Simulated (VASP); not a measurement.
# Rh (I4/mmm) in VASP: notebook

Runs on Rh. Level: PBEsol. Tasks: single point.

All numbers are computed with VASP 6.6.1; they aren't measurements. Logs are shortened: lines on timing, memory, paths and dates and some standing lists are left out, and cuts for length are marked.

**1. The cell of the first run**

It takes space group I4/mmm (No. 139, tetragonal). The conventional cell has a = 2.689 Å, b = 2.689 Å, c = 3.936 Å, α = 90.00°, β = 90.00°, γ = 90.00°. Within 3.5 Å of Rh (site symmetry 4/mmm) lie 12 Rh at 2.69 to 2.74 Å.

**2. Single point, PBEsol (strain +0.0350 x Voigt [1, 0, 0, 0, 0, 0])**

Input file INCAR:

```
ALGO     = Fast           # electronic algorithm
EDIFF    = 1E-7           # SCF threshold, eV
ENCUT    = 520            # plane-wave cutoff, eV
GGA      = PS             # functional
ISIF     = 2              # what is computed and relaxed
ISMEAR   = 0              # smearing method
LASPH    = T              # aspherical terms in the spheres
LCHARG   = T              # write CHGCAR
LELF     = T              # ELF
LREAL    = F              # projectors in reciprocal space
LVHAR    = T            
LWAVE    = F              # write WAVECAR
NBANDS   = 14             # bands
NELM     = 80             # most SCF steps
PREC     = Accurate       # precision mode
SIGMA    = 0.15           # smearing width, eV
```

Input file KPOINTS:

```
k-points
0
Gamma
  22 22 22
```

Input file POSCAR:

```
Rh
1.0
    0.0000000000      1.9015500000      1.9015500000
    1.9681042500      0.0000000000      1.9015500000
    1.9681042500      1.9015500000      0.0000000000
Rh
1
Direct
    0.0000000000      0.0000000000      0.0000000000
```

Potentials or basis: VASP PAW PBE potentials, release 64 (Rh_pv).

The run is started by

```bash
$ cat potpaw_PBE.64/Rh_pv/POTCAR > POTCAR
$ mpirun -np 1 vasp_std > vasp.out
```

OUTCAR:

```text
EDIFF = 1E-7
   ENCUT = 520
   GGA = PS
   ISIF = 2
   ISMEAR = 0
   LASPH = T
   LREAL = F
   NELM = 80
   PREC = Accurate

 ion  position               nearest neighbor table
   1  0.000  0.000  0.000-

  LATTYP: Found a body centered tetragonal cell.
 ALAT       =     2.6891977995
 C/A-ratio  =     1.4637110371

  Lattice vectors:

 A1 = (   1.9681042500,   0.0000000000,   1.9015500000)
 A2 = (   1.9681042500,   0.0000000000,  -1.9015500000)
 A3 = (  -1.9681042500,   1.9015500000,   0.0000000000)

Analysis of symmetry for initial positions (statically):
=====================================================================
 Subroutine PRICEL returns:
 Original cell was already a primitive cell.

 Routine SETGRP: Setting up the symmetry group for a
 body centered tetragonal supercell.

 Subroutine GETGRP returns: Found 16 space group operations
 (whereof 16 operations were pure point group operations)
 out of a pool of 16 trial point group operations.

The static configuration has the point symmetry D_4h.

Analysis of symmetry for dynamics (positions and initial velocities):
=====================================================================
 Subroutine PRICEL returns:
 Original cell was already a primitive cell.

 Routine SETGRP: Setting up the symmetry group for a
 body centered tetragonal supercell.

 Subroutine GETGRP returns: Found 16 space group operations
 (whereof 16 operations were pure point group operations)
 out of a pool of 16 trial point group operations.

The dynamic configuration has the point symmetry D_4h.

 Subroutine INISYM returns: Found 16 space group operations
 (whereof 16 operations are pure point group operations),
 and found     1 'primitive' translations

----------------------------------------------------------------------------------------

                                     Primitive cell

  volume of cell :      14.2329

  direct lattice vectors                    reciprocal lattice vectors
     0.000000000  1.901550000  1.901550000    -0.254051583  0.262943388  0.262943388
     1.968104250  0.000000000  1.901550000     0.254051583 -0.262943388  0.262943388
     1.968104250  1.901550000  0.000000000     0.254051583  0.262943388 -0.262943388

  length of vectors
     2.689197800  2.736663432  2.736663432     0.450356145  0.450356145  0.450356145

  position of ions in fractional coordinates (direct lattice)
     0.000000000  0.000000000  0.000000000

  ion indices of the primitive-cell ions
   primitive index   ion index
                 1           1

----------------------------------------------------------------------------------------

 KPOINTS: k-points

Automatic generation of k-mesh.
 Grid dimensions read from file:
 generate k-points for:   22   22   22

 Generating k-lattice:

  Cartesian coordinates                     Fractional coordinates (reciprocal lattice)
    -0.011547799  0.011951972  0.011951972     0.045454545  0.000000000  0.000000000
     0.011547799 -0.011951972  0.011951972     0.000000000  0.045454545  0.000000000
     0.011547799  0.011951972 -0.011951972     0.000000000  0.000000000  0.045454545

  Length of vectors
     0.020470734  0.020470734  0.020470734

  Shift w.r.t. Gamma in fractional coordinates (k-lattice)
     0.000000000  0.000000000  0.000000000

 Subroutine IBZKPT returns following result:
 ===========================================

 Found    834 irreducible k-points:

 Following reciprocal coordinates:
            Coordinates               Weight
  0.000000  0.000000  0.000000      1.000000
  0.045455 -0.000000 -0.000000      8.000000
  0.090909 -0.000000 -0.000000      8.000000
  0.136364 -0.000000 -0.000000      8.000000
  0.181818 -0.000000 -0.000000      8.000000
  0.227273 -0.000000 -0.000000      8.000000
[... 16 lines left out ...]
  0.500000  0.045455 -0.000000     16.000000
 -0.454545  0.045455  0.000000     16.000000
 [... further k-points ...]
   k-points           NKPTS =    834   k-points in BZ     NKDIM =    834   number of bands    NBANDS=     14
   number of dos      NEDOS =    301   number of ions     NIONS =      1
   total plane-waves  NPLWV =   8000
   dimension x,y,z NGX =    20 NGY =   20 NGZ =   20
   dimension x,y,z NGXF=    40 NGYF=   40 NGZF=   40
   ions per type =               1
   NGX,Y,Z   is equivalent  to a cutoff of  12.36, 12.15, 12.15 a.u.
   NGXF,Y,Z  is equivalent  to a cutoff of  24.73, 24.30, 24.30 a.u.
 SYSTEM =  unknown system
   PREC   = accura    normal or accurate (medium, high low for compatibility)
   ISTART =      0    job   : 0-new  1-cont  2-samecut
   ICHARG =      2    charge: 1-file 2-atom 10-const
   ISPIN  =      1    spin polarized calculation?
   LNONCOLLINEAR =      F non collinear calculations
   LSORBIT =      F    spin-orbit coupling
   LASPH  =      T    aspherical Exc in radial PAW
   ENCUT  =  520.0 eV  38.22 Ry    6.18 a.u.   5.00  5.09  5.09*2*pi/ulx,y,z
   NELM   =     80;   NELMIN=  2; NELMDL= -5     # of ELM steps
   EDIFF  = 0.1E-06   stopping-criterion for ELM
   LREAL  =      F    real-space projection
   EDIFFG = 0.1E-05   stopping-criterion for IOM
   NSW    =      0    number of steps for IOM
   IBRION =     -1    ionic relax: 0-MD 1-quasi-New 2-CG
   NFREE  =      0    steps in history (QN), initial steepest desc. (CG)
   ISIF   =      2    stress and relaxation
   ISYM   =      2    0-nonsym 1-usesym 2-fastsym
   POTIM  = 0.5000    time-step for ionic-motion
   TEBEG  =    0.0;   TEEND  =   0.0 temperature during run
   PSTRESS=    0.0 pullay stress
   NELECT =      15.0000    total number of electrons
   NUPDOWN=      -1.0000    fix difference up-down
   EMIN   =  10.00;   EMAX   =-10.00  energy-range for DOS
   EFERMI =   0.00;   METHOD = LEGACY
   ISMEAR =     0;   SIGMA  =   0.15  broadening in eV -4-tet -1-fermi 0-gaus
   EFERMI_NEDOS =   21; number of points for ismear=-14 and -15
   IALGO  =     68    algorithm
   IMIX   =      4    mixing-type and parameters
     AMIX     =   0.40;   BMIX     =  1.00
     AMIX_MAG =   1.60;   BMIX_MAG =  1.00
  volume/ion in A,a.u.               =      14.23        96.05
  Fermi-wavevector in a.u.,A,eV,Ry     =   1.665996  3.148277 37.763568  2.775544
  Thomas-Fermi vector in A             =   2.752269
   LORBIT       =      0    0 simple, 1 ext, 2 COOP (PROOUT), +10 PAW based schemes
   GGA     = PS    functional components
   LHFCALC =     F    Hartree Fock is set to
   AEXX    =    0.0000 exact exchange contribution
   IVDW    =     0    specifies the selected vdW correction
   LEPSILON=     F    determine dielectric tensor
   LRPA    =     F    only Hartree local field effects (RPA)
 non-spin polarized calculation
 RMM-DIIS sequential band-by-band and
 Gauss-broadening in eV      SIGMA  =   0.15
  energy-cutoff  :      520.00
  volume of cell :       14.23
 maximum number of plane-waves:       396
   NGX =  9   NGY = 11   NGZ = 11

 number of electron      15.0000000 magnetization

 Free energy of the ion-electron system (eV)
  ---------------------------------------------------
  ext. energy  EPLUGINS =         0.00000000
  ---------------------------------------------------
  free energy    TOTEN  =        -8.10527526 eV

  energy without entropy =       -8.08941945  energy(sigma->0) =       -8.09734735

 E-fermi :  11.1240     XC(G=0): -13.9961

 val. band max:       11.1233922967   @ k =  -0.0909   0.3636   0.2727
 cond. band min:      11.1249802227   @ k =  -0.3182   0.2727   0.0909
 fundamental gap:      0.0015879261
 Fermi energy:        11.1240472029

 k-point     1 :       0.0000    0.0000    0.0000
  band No.  band energies     occupation
      1     -35.1575      2.00000
      2     -35.1392      2.00000
      3     -35.1392      2.00000
      4       3.3315      2.00000
      5       7.9581      2.00000
      6       8.3232      2.00000
      7       8.3232      2.00000
      8       9.9696      2.00000
      9      10.4081      2.00000
     10      27.1039      0.00000
     11      31.5977      0.00000
     12      31.6877      0.00000
     13      32.6743      0.00000
     14      32.6743      0.00000

 k-point     2 :       0.0455   -0.0000   -0.0000
  band No.  band energies     occupation
      1     -35.1648      2.00000
      2     -35.1478      2.00000
      3     -35.1407      2.00000
      4       3.4127      2.00000
      5       7.9690      2.00000
      6       8.3079      2.00000
      7       8.3546      2.00000
      8       9.9560      2.00000
      9      10.3866      2.00000
     10      27.2183      0.00000
     11      31.5434      0.00000
     12      31.6084      0.00000
     13      32.4296      0.00000
     14      32.7902      0.00000

 k-point     3 :       0.0909   -0.0000   -0.0000
  band No.  band energies     occupation
      1     -35.1999      2.00000
      2     -35.1590      2.00000
      3     -35.1452      2.00000
      4       3.6497      2.00000
      5       7.9678      2.00000
      6       8.2980      2.00000
      7       8.4420      2.00000
      8       9.9261      2.00000
      9      10.3309      2.00000
     10      27.5349      0.00000
     11      30.7008      0.00000
     12      31.6008      0.00000
     13      32.5109      0.00000
     14      33.1292      0.00000
[... 324 lines left out ...]
 k-point    23 :       0.5000    0.0455   -0.0000
  band No.  band energies     occupation
      1     -35.7937      2.00000
      2     -35.2627      2.00000
      3     -35.2215      2.00000
      4       5.3097      2.00000
      5       7.9812      2.00000
      6       8.2895      2.00000
      7      10.8671      1.98457
      8      11.7170      0.00000
      9      12.5896      0.00000
     10      19.4062      0.00000
     11      26.6606      0.00000
     12      31.5740      0.00000
     13      31.6109      0.00000
     14      32.1420      0.00000

 k-point    24 :      -0.4545    0.0455    0.0000
  band No.  band energies     occupation
      1     -35.7887      2.00000
      2     -35.2613      2.00000
      3     -35.2218      2.00000
      4       5.3168      2.00000
      5       7.9829      2.00000
      6       8.3010      2.00000
      7      10.8555      1.98864
      8      11.6262      0.00000
      9      12.5203      0.00000
     10      19.5611      0.00000
     11      26.6928      0.00000
     12      31.5902      0.00000
     13      31.6653      0.00000
     14      32.1940      0.00000

 [... further k-points ...]
[... 5 lines left out ...]
  --------------------------------------------------------------------------------------
  -------------------------------------------------------------------------------------
  Total       -1.6538200     -0.9591492     -0.9591492     -0.0000000      0.0000000     -0.0000000
  in kB     -186.1680871   -107.9700137   -107.9700137     -0.0000000      0.0000000     -0.0000000
  external PRESSURE =    -134.0360382 kB  Pullay stress =       0.0000000 kB

 VOLUME and BASIS-vectors are now :
 -----------------------------------------------------------------------------
  energy-cutoff  :      520.00
  volume of cell :       14.23
      direct lattice vectors                 reciprocal lattice vectors
     0.000000000  1.901550000  1.901550000    -0.254051583  0.262943388  0.262943388
     1.968104250  0.000000000  1.901550000     0.254051583 -0.262943388  0.262943388
     1.968104250  1.901550000  0.000000000     0.254051583  0.262943388 -0.262943388

 POSITION                                       TOTAL-FORCE (eV/Angst)
 -----------------------------------------------------------------------------------
      0.00000      0.00000      0.00000         0.000000      0.000000      0.000000
 -----------------------------------------------------------------------------------
    total drift:                                0.000000      0.000000      0.000000

  FREE ENERGIE OF THE ION-ELECTRON SYSTEM (eV)
  ---------------------------------------------------
  free  energy   TOTEN  =        -8.1052752550 eV

  energy  without entropy=       -8.0894194540  energy(sigma->0) =       -8.09734735
```

It took 67 s on 1 thread of Intel Xeon 6975P-C (Granite Rapids), shared host; peak memory 0.25 GiB.

What came out:

- Free energy: -8.1053 eV
- Pressure: -13.4 GPa

Caveat: the cell differs from its parent crystal (strain +0.0350 x Voigt [1, 0, 0, 0, 0, 0]); the PAW data sets were made with another functional, which shifts forces and pressure a little.

**3. Single point, PBEsol (strain +0.0400 x Voigt [1, 0, 0, 0, 0, 0])**

Input file INCAR:

```
ALGO = Fast
EDIFF = 1E-7
ENCUT = 520
GGA = PS
ISIF = 2
ISMEAR = 0
LASPH = True
LCHARG = False
LREAL = False
LWAVE = False
NBANDS = 14
NELM = 100
PREC = Accurate
SIGMA = 0.15
```

KPOINTS is that of step 2.

Input file POSCAR:

```
Rh
1.0
    0.0000000000      1.9015500000      1.9015500000
    1.9776120000      0.0000000000      1.9015500000
    1.9776120000      1.9015500000      0.0000000000
Rh
1
Direct
    0.0000000000      0.0000000000      0.0000000000
```

Potentials or basis: VASP PAW PBE potentials, release 64 (Rh_pv).

The run is started by

```bash
$ cat potpaw_PBE.64/Rh_pv/POTCAR > POTCAR
$ mpirun -np 1 vasp_std > vasp.out
```

Wall time 74 s (1 thread of Intel Xeon 6975P-C (Granite Rapids), shared host); peak memory 0.25 GiB.

Results (log left out):

| Item | Value |
| --- | --- |
| Free energy | -8.0970 eV |
| Pressure | -14.4 GPa |

Stress tensor (GPa, compression positive):
```
-20.27   0.00   0.00
  0.00 -11.47   0.00
  0.00   0.00 -11.47
```

Levels at points of the mesh, in eV from the Fermi level:
```csv
k point,band 5,band 6,band 7,band 8,band 9,band 10
"(0.00, 0.00, 0.00)",-3.18,-2.76,-2.76,-1.18,-0.68,15.99
"(0.50, 0.00, 0.00)",-3.17,-2.76,0.45,0.64,0.71,8.21
"(0.50, 0.50, 0.00)",-5.62,0.50,0.75,1.12,3.42,12.10
"(0.00, 0.50, 0.50)",-5.61,0.55,0.90,0.90,2.61,11.03
```

Caveat: the cell differs from its parent crystal (strain +0.0400 x Voigt [1, 0, 0, 0, 0, 0]); the PAW data sets were made with another functional, which shifts forces and pressure a little.
